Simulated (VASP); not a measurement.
# In3Se (Pm-3m) in VASP: notebook

Runs on In3Se. Level: PBE. Tasks: single point.

All numbers are computed with VASP 6.6.1; they aren't measurements. Logs are shortened: lines on timing, memory, paths and dates and some standing lists are left out, and cuts for length are marked.

## (1) The cell of the first run

It takes space group Pm-3m (No. 221, cubic). The conventional cell has a = 4.804 Å, b = 4.804 Å, c = 4.804 Å, α = 90.00°, β = 90.00°, γ = 90.00°. Within 4.5 Å of In (site symmetry 4/mmm) lie 8 In at 3.40 Å and 4 Se at 3.40 Å. Within 4.5 Å of Se (site symmetry m-3m) lie 12 In at 3.40 Å.

## (2) Single point, PBE

INCAR reads:

```
SYSTEM = In3Se
ALGO = Normal ; EDIFF = 1E-6
ENCUT = 520 ; GGA = PE
ISIF = 2 ; ISMEAR = 1
LASPH = .TRUE. ; LCHARG = .FALSE.
LREAL = .FALSE. ; LWAVE = .FALSE.
NBANDS = 30 ; NELM = 80
PREC = Accurate ; SIGMA = 0.05
```

KPOINTS reads:

```
k-points
0
G
  10 10 10
  0 0 0
```

POSCAR reads:

```
In3Se
1.0
    4.8037580000      0.0000000000      0.0000000000
    0.0000000000      4.8037580000      0.0000000000
    0.0000000000      0.0000000000      4.8037580000
In Se
3 1
Direct
    0.0000000000      0.5000000000      0.5000000000
    0.5000000000      0.0000000000      0.5000000000
    0.5000000000      0.5000000000      0.0000000000
    0.0000000000      0.0000000000      0.0000000000
```

Potentials or basis: VASP PAW PBE potentials, release 64 (In_d, Se).

Command:

```
> cat potpaw_PBE.64/In_d/POTCAR potpaw_PBE.64/Se/POTCAR > POTCAR
> mpirun -np 1 vasp_std > vasp.out
```

OUTCAR:

```text
SYSTEM = In3Se
   EDIFF = 1E-6
   ENCUT = 520
   GGA = PE
   ISIF = 2
   ISMEAR = 1
   LASPH = .TRUE.
   LREAL = .FALSE.
   NELM = 80
   PREC = Accurate

 ion  position               nearest neighbor table
   1  0.000  0.500  0.500-   2 3.40   3 3.40   4 3.40   3 3.40   4 3.40   2 3.40   4 3.40   4 3.40
                             2 3.40   3 3.40   3 3.40   2 3.40
   2  0.500  0.000  0.500-   1 3.40   3 3.40   4 3.40   3 3.40   4 3.40   1 3.40   3 3.40   3 3.40
                             1 3.40   4 3.40   4 3.40   1 3.40
   3  0.500  0.500  0.000-   1 3.40   2 3.40   4 3.40   1 3.40   2 3.40   2 3.40   4 3.40   2 3.40
                             1 3.40   4 3.40   1 3.40   4 3.40
   4  0.000  0.000  0.000-   1 3.40   2 3.40   3 3.40   1 3.40   2 3.40   1 3.40   3 3.40   1 3.40
                             2 3.40   3 3.40   2 3.40   3 3.40

  LATTYP: Found a simple cubic cell.
 ALAT       =     4.8037580000

  Lattice vectors:

 A1 = (   4.8037580000,   0.0000000000,   0.0000000000)
 A2 = (   0.0000000000,   4.8037580000,   0.0000000000)
 A3 = (   0.0000000000,   0.0000000000,   4.8037580000)

Analysis of symmetry for initial positions (statically):
=====================================================================
 Subroutine PRICEL returns:
 Original cell was already a primitive cell.

 Routine SETGRP: Setting up the symmetry group for a
 simple cubic supercell.

 Subroutine GETGRP returns: Found 48 space group operations
 (whereof 48 operations were pure point group operations)
 out of a pool of 48 trial point group operations.

The static configuration has the point symmetry O_h .

Analysis of symmetry for dynamics (positions and initial velocities):
=====================================================================
 Subroutine PRICEL returns:
 Original cell was already a primitive cell.

 Routine SETGRP: Setting up the symmetry group for a
 simple cubic supercell.

 Subroutine GETGRP returns: Found 48 space group operations
 (whereof 48 operations were pure point group operations)
 out of a pool of 48 trial point group operations.

The dynamic configuration has the point symmetry O_h .

 Subroutine INISYM returns: Found 48 space group operations
 (whereof 48 operations are pure point group operations),
 and found     1 'primitive' translations

----------------------------------------------------------------------------------------

                                     Primitive cell

  volume of cell :     110.8520

  direct lattice vectors                    reciprocal lattice vectors
     4.803758000  0.000000000  0.000000000     0.208170353  0.000000000  0.000000000
     0.000000000  4.803758000  0.000000000     0.000000000  0.208170353  0.000000000
     0.000000000  0.000000000  4.803758000     0.000000000  0.000000000  0.208170353

  length of vectors
     4.803758000  4.803758000  4.803758000     0.208170353  0.208170353  0.208170353

  position of ions in fractional coordinates (direct lattice)
     0.000000000  0.500000000  0.500000000
     0.500000000  0.000000000  0.500000000
     0.500000000  0.500000000  0.000000000
     0.000000000  0.000000000  0.000000000

  ion indices of the primitive-cell ions
   primitive index   ion index
                 1           1
                 2           2
                 3           3
                 4           4

----------------------------------------------------------------------------------------

 KPOINTS: k-points

Automatic generation of k-mesh.
 Grid dimensions read from file:
 generate k-points for:   10   10   10

 Generating k-lattice:

  Cartesian coordinates                     Fractional coordinates (reciprocal lattice)
     0.020817035  0.000000000  0.000000000     0.100000000  0.000000000  0.000000000
     0.000000000  0.020817035  0.000000000     0.000000000  0.100000000  0.000000000
     0.000000000  0.000000000  0.020817035     0.000000000  0.000000000  0.100000000

  Length of vectors
     0.020817035  0.020817035  0.020817035

  Shift w.r.t. Gamma in fractional coordinates (k-lattice)
     0.000000000  0.000000000  0.000000000

 Subroutine IBZKPT returns following result:
 ===========================================

 Found     56 irreducible k-points:

 Following reciprocal coordinates:
            Coordinates               Weight
  0.000000  0.000000  0.000000      1.000000
  0.100000  0.000000  0.000000      6.000000
  0.200000  0.000000  0.000000      6.000000
  0.300000  0.000000  0.000000      6.000000
  0.400000  0.000000  0.000000      6.000000
  0.500000  0.000000  0.000000      3.000000
[... 16 lines left out ...]
  0.200000  0.100000  0.100000     24.000000
  0.300000  0.100000  0.100000     24.000000
 [... further k-points ...]
   k-points           NKPTS =     56   k-points in BZ     NKDIM =     56   number of bands    NBANDS=     30
   number of dos      NEDOS =    301   number of ions     NIONS =      4
   total plane-waves  NPLWV =  46656
   dimension x,y,z NGX =    36 NGY =   36 NGZ =   36
   dimension x,y,z NGXF=    72 NGYF=   72 NGZF=   72
   ions per type =               3   1
   NGX,Y,Z   is equivalent  to a cutoff of  12.46, 12.46, 12.46 a.u.
   NGXF,Y,Z  is equivalent  to a cutoff of  24.92, 24.92, 24.92 a.u.
 SYSTEM =  In3Se
   PREC   = accura    normal or accurate (medium, high low for compatibility)
   ISTART =      0    job   : 0-new  1-cont  2-samecut
   ICHARG =      2    charge: 1-file 2-atom 10-const
   ISPIN  =      1    spin polarized calculation?
   LNONCOLLINEAR =      F non collinear calculations
   LSORBIT =      F    spin-orbit coupling
   LASPH  =      T    aspherical Exc in radial PAW
   ENCUT  =  520.0 eV  38.22 Ry    6.18 a.u.   8.93  8.93  8.93*2*pi/ulx,y,z
   NELM   =     80;   NELMIN=  2; NELMDL= -5     # of ELM steps
   EDIFF  = 0.1E-05   stopping-criterion for ELM
   LREAL  =      F    real-space projection
   EDIFFG = 0.1E-04   stopping-criterion for IOM
   NSW    =      0    number of steps for IOM
   IBRION =     -1    ionic relax: 0-MD 1-quasi-New 2-CG
   NFREE  =      0    steps in history (QN), initial steepest desc. (CG)
   ISIF   =      2    stress and relaxation
   ISYM   =      2    0-nonsym 1-usesym 2-fastsym
   POTIM  = 0.5000    time-step for ionic-motion
   TEBEG  =    0.0;   TEEND  =   0.0 temperature during run
   PSTRESS=    0.0 pullay stress
   NELECT =      45.0000    total number of electrons
   NUPDOWN=      -1.0000    fix difference up-down
   EMIN   =  10.00;   EMAX   =-10.00  energy-range for DOS
   EFERMI =   0.00;   METHOD = LEGACY
   ISMEAR =     1;   SIGMA  =   0.05  broadening in eV -4-tet -1-fermi 0-gaus
   EFERMI_NEDOS =   21; number of points for ismear=-14 and -15
   IALGO  =     38    algorithm
   IMIX   =      4    mixing-type and parameters
     AMIX     =   0.40;   BMIX     =  1.00
     AMIX_MAG =   1.60;   BMIX_MAG =  1.00
  volume/ion in A,a.u.               =      27.71       187.02
  Fermi-wavevector in a.u.,A,eV,Ry     =   1.212173  2.290675 19.991897  1.469363
  Thomas-Fermi vector in A             =   2.347665
   LORBIT       =      0    0 simple, 1 ext, 2 COOP (PROOUT), +10 PAW based schemes
   GGA     = PE    functional components
   LHFCALC =     F    Hartree Fock is set to
   AEXX    =    0.0000 exact exchange contribution
   IVDW    =     0    specifies the selected vdW correction
   LEPSILON=     F    determine dielectric tensor
   LRPA    =     F    only Hartree local field effects (RPA)
 non-spin polarized calculation
 Methfessel and Paxton  Order N= 1 SIGMA  =   0.05
  energy-cutoff  :      520.00
  volume of cell :      110.85
 maximum number of plane-waves:      3016
 NGX is ok and might be reduce to    36
   NGX = 17   NGY = 17   NGZ = 17

 number of electron      45.0000024 magnetization

 Free energy of the ion-electron system (eV)
  ---------------------------------------------------
  ext. energy  EPLUGINS =         0.00000000
  ---------------------------------------------------
  free energy    TOTEN  =       -11.67830724 eV

  energy without entropy =      -11.67701232  energy(sigma->0) =      -11.67787560

 E-fermi :   5.9258     XC(G=0):  -9.7404

 val. band max:        5.9140131665   @ k =   0.5000   0.4000   0.1000
 cond. band min:       5.9292262662   @ k =   0.4000   0.2000   0.2000
 fundamental gap:      0.0152130997
 Fermi energy:         5.9257616365

 k-point     1 :       0.0000    0.0000    0.0000
  band No.  band energies     occupation
      1      -8.8391      2.00000
      2      -8.8358      2.00000
      3      -8.8358      2.00000
      4      -8.8358      2.00000
      5      -8.7161      2.00000
      6      -8.7161      2.00000
[... 22 lines left out ...]
     29      11.2246      0.00000
     30      12.8256      0.00000

 k-point     2 :       0.1000    0.0000    0.0000
  band No.  band energies     occupation
      1      -8.8343      2.00000
      2      -8.8307      2.00000
      3      -8.8270      2.00000
      4      -8.8270      2.00000
      5      -8.7151      2.00000
      6      -8.7104      2.00000
[... 22 lines left out ...]
     29      11.4971      0.00000
     30      12.8834      0.00000

 k-point     3 :       0.2000    0.0000    0.0000
  band No.  band energies     occupation
      1      -8.8301      2.00000
      2      -8.8071      2.00000
      3      -8.8011      2.00000
      4      -8.8011      2.00000
      5      -8.7121      2.00000
      6      -8.6940      2.00000
[... 22 lines left out ...]
     29      12.1291      0.00000
     30      12.8571      0.00000

 k-point     4 :       0.3000    0.0000    0.0000
  band No.  band energies     occupation
      1      -8.8247      2.00000
      2      -8.7727      2.00000
      3      -8.7604      2.00000
      4      -8.7604      2.00000
      5      -8.7077      2.00000
      6      -8.6699      2.00000
[... 616 lines left out ...]
     29      11.8076      0.00000
     30      12.4652      0.00000

 k-point    23 :       0.2000    0.1000    0.1000
  band No.  band energies     occupation
      1      -8.8193      2.00000
      2      -8.8015      2.00000
      3      -8.7929      2.00000
      4      -8.7817      2.00000
      5      -8.7022      2.00000
      6      -8.6877      2.00000
[... 22 lines left out ...]
     29      11.5584      0.00000
     30      12.3347      0.00000

 k-point    24 :       0.3000    0.1000    0.1000
  band No.  band energies     occupation
      1      -8.8114      2.00000
      2      -8.7746      2.00000
      3      -8.7580      2.00000
      4      -8.7422      2.00000
      5      -8.6978      2.00000
      6      -8.6621      2.00000
[... 22 lines left out ...]
     29      10.7636      0.00000
     30      12.7181      0.00000

 [... further k-points ...]
[... 5 lines left out ...]
  --------------------------------------------------------------------------------------
  -------------------------------------------------------------------------------------
  Total       -0.2403566     -0.2403566     -0.2403566     -0.0000000     -0.0000000      0.0000000
  in kB       -3.4739480     -3.4739480     -3.4739480     -0.0000000     -0.0000000      0.0000000
  external PRESSURE =      -3.4739480 kB  Pullay stress =       0.0000000 kB

 VOLUME and BASIS-vectors are now :
 -----------------------------------------------------------------------------
  energy-cutoff  :      520.00
  volume of cell :      110.85
      direct lattice vectors                 reciprocal lattice vectors
     4.803758000  0.000000000  0.000000000     0.208170353  0.000000000  0.000000000
     0.000000000  4.803758000  0.000000000     0.000000000  0.208170353  0.000000000
     0.000000000  0.000000000  4.803758000     0.000000000  0.000000000  0.208170353

 POSITION                                       TOTAL-FORCE (eV/Angst)
 -----------------------------------------------------------------------------------
      0.00000      2.40188      2.40188         0.000000      0.000000      0.000000
      2.40188      0.00000      2.40188         0.000000      0.000000      0.000000
      2.40188      2.40188      0.00000         0.000000      0.000000      0.000000
      0.00000      0.00000      0.00000         0.000000      0.000000      0.000000
 -----------------------------------------------------------------------------------
    total drift:                                0.000000      0.000000      0.000000

  FREE ENERGIE OF THE ION-ELECTRON SYSTEM (eV)
  ---------------------------------------------------
  free  energy   TOTEN  =       -11.6783072366 eV

  energy  without entropy=      -11.6770123226  energy(sigma->0) =      -11.67787560
```

It took 72 s on 1 thread of Intel Xeon 6975P-C (Granite Rapids), shared host; peak memory 0.3 GiB.

Results:

```yaml
Free_energy: -11.6783 eV
Pressure: -0.3 GPa
```

Caveat: spin-orbit coupling is left out, which moves the levels of the heavy elements.

## (3) Single point, PBE

INCAR reads:

```
SYSTEM = In3Se
ALGO = Normal
EDIFF = 1E-6
ENCUT = 520
GGA = PE
ISIF = 2
ISMEAR = 1
LASPH = .TRUE.
LCHARG = .FALSE.
LREAL = .FALSE.
LWAVE = .FALSE.
NBANDS = 30
NELM = 60
PREC = Accurate
SIGMA = 0.1
```

KPOINTS is that of step 2.

POSCAR is that of step 2.

Potentials or basis: VASP PAW PBE potentials, release 64 (In_d, Se).

Command:

```
> cat potpaw_PBE.64/In_d/POTCAR potpaw_PBE.64/Se/POTCAR > POTCAR
> mpirun -np 1 vasp_std > vasp.out
```

It took 72 s on 1 thread of Intel Xeon 6975P-C (Granite Rapids), shared host; peak memory 0.3 GiB.

Results (log left out):

| Property | Result |
| --- | --- |
| Free energy | -11.6795 eV |
| Pressure | -0.3 GPa |

Levels at points of the mesh, in eV from the Fermi level:
| k point | band 20 | band 21 | band 22 | band 23 | band 24 | band 25 |
| --- | --- | --- | --- | --- | --- | --- |
| (0.00, 0.00, 0.00) | -3.22 | -2.20 | -2.20 | 1.16 | 1.16 | 1.16 |
| (0.50, 0.00, 0.00) | -2.41 | -1.65 | -1.01 | -0.06 | -0.06 | 1.44 |
| (0.50, 0.50, 0.00) | -1.92 | -0.81 | -0.67 | -0.67 | 1.41 | 1.82 |
| (0.50, 0.50, 0.50) | -4.11 | -4.11 | -4.11 | -3.16 | 3.03 | 3.03 |

Caveat: spin-orbit coupling is left out, which moves the levels of the heavy elements.

## (4) Single point, PBE

INCAR reads:

```
PREC = Accurate ; ENCUT = 520
EDIFF = 1E-7 ; ISMEAR = 1
SIGMA = 0.01 ; LREAL = F
LASPH = T ; NELM = 100
ALGO = Normal ; ISIF = 2
LWAVE = F ; LCHARG = T
GGA = PE ; LELF = T
LVHAR = T ; NBANDS = 30
```

KPOINTS reads:

```
Automatic mesh
0
Gamma
  10 10 10
```

POSCAR is that of step 3.

Command:

```
> cat potpaw_PBE.64/In_d/POTCAR potpaw_PBE.64/Se/POTCAR > POTCAR
> mpirun -np 1 vasp_std > vasp.out
```

It took 62 s on 1 thread of Intel Xeon 6975P-C (Granite Rapids), shared host; peak memory 0.3 GiB.

It converged, with:

| Quantity | Value |
| --- | --- |
| Free energy | -11.6775 eV |
| Pressure | -0.4 GPa |

Levels at points of the mesh, in eV from the Fermi level:
```
           k point  band 18  band 19  band 20  band 21  band 22  band 23  band 24  band 25  band 26  band 27
(0.00, 0.00, 0.00)    -3.21    -3.21    -3.21    -2.20    -2.20     1.16     1.16     1.16     4.22     4.22
(0.50, 0.00, 0.00)    -4.92    -2.40    -2.40    -1.65    -1.01    -0.06    -0.06     1.45     3.71     3.79
(0.50, 0.50, 0.00)    -5.85    -5.66    -1.91    -0.80    -0.67    -0.67     1.41     1.82     1.82     1.90
(0.50, 0.50, 0.50)    -4.31    -4.31    -4.11    -4.11    -4.11    -3.17     3.03     3.03     3.03     7.96
```

Caveat: spin-orbit coupling is left out, which moves the levels of the heavy elements.

## (5) Single point, PBE

INCAR reads:

```
SYSTEM = In3Se
PREC = Accurate
ENCUT = 520
EDIFF = 1E-7
ISMEAR = -5
SIGMA = 0.1
LREAL = .False.
LASPH = .True.
NELM = 100
ALGO = Normal
ISIF = 2
LWAVE = .False.
LCHARG = .False.
GGA = PE
NBANDS = 30
```

KPOINTS reads:

```
regular mesh
0
Gamma
  10 10 10
  0 0 0
```

POSCAR is that of step 4.

Command:

```
> cat potpaw_PBE.64/In_d/POTCAR potpaw_PBE.64/Se/POTCAR > POTCAR
> mpirun -np 1 vasp_std > vasp.out
```

Run time: 80 s. Hardware: 1 thread of Intel Xeon 6975P-C (Granite Rapids), shared host; peak memory 0.29 GiB.

Results (log left out):

```yaml
Free_energy: -11.6861 eV
Pressure: -0.3 GPa
```

Levels at points of the mesh, in eV from the Fermi level:
| k point | band 21 | band 22 | band 23 | band 24 | band 25 | band 26 |
| --- | --- | --- | --- | --- | --- | --- |
| (0.00, 0.00, 0.00) | -2.25 | -2.25 | 1.11 | 1.11 | 1.11 | 4.17 |
| (0.50, 0.00, 0.00) | -1.70 | -1.07 | -0.11 | -0.11 | 1.39 | 3.66 |
| (0.50, 0.50, 0.00) | -0.86 | -0.72 | -0.72 | 1.36 | 1.76 | 1.76 |
| (0.50, 0.50, 0.50) | -4.16 | -4.16 | -3.21 | 2.98 | 2.98 | 2.98 |

Caveat: spin-orbit coupling is left out, which moves the levels of the heavy elements; tetrahedron occupations give inexact forces and stress in metals.

## (6) The runs side by side

| smearing | gap on the mesh (eV) | pressure (GPa) |
| --- | --- | --- |
| methfessel-paxton 0.05 eV | none | -0.3 |
| methfessel-paxton 0.1 eV | none | -0.3 |
| methfessel-paxton 0.01 eV | none | -0.4 |
| tetrahedron | none | -0.3 |

Alike in all rows: task single point; level PBE; potentials or basis VASP PAW PBE potentials, release 64 (In_d, Se); no spin polarisation; cell as given; k mesh 10 × 10 × 10; cutoff (eV) 520.

Every run on the cell as given and a fine mesh finds a metal.

Caveats: spin-orbit coupling is left out, which moves the levels of the heavy elements; tetrahedron occupations give inexact forces and stress in metals (some runs).

Total energies depend on the potentials used, so only differences within one code and one set of settings carry meaning.
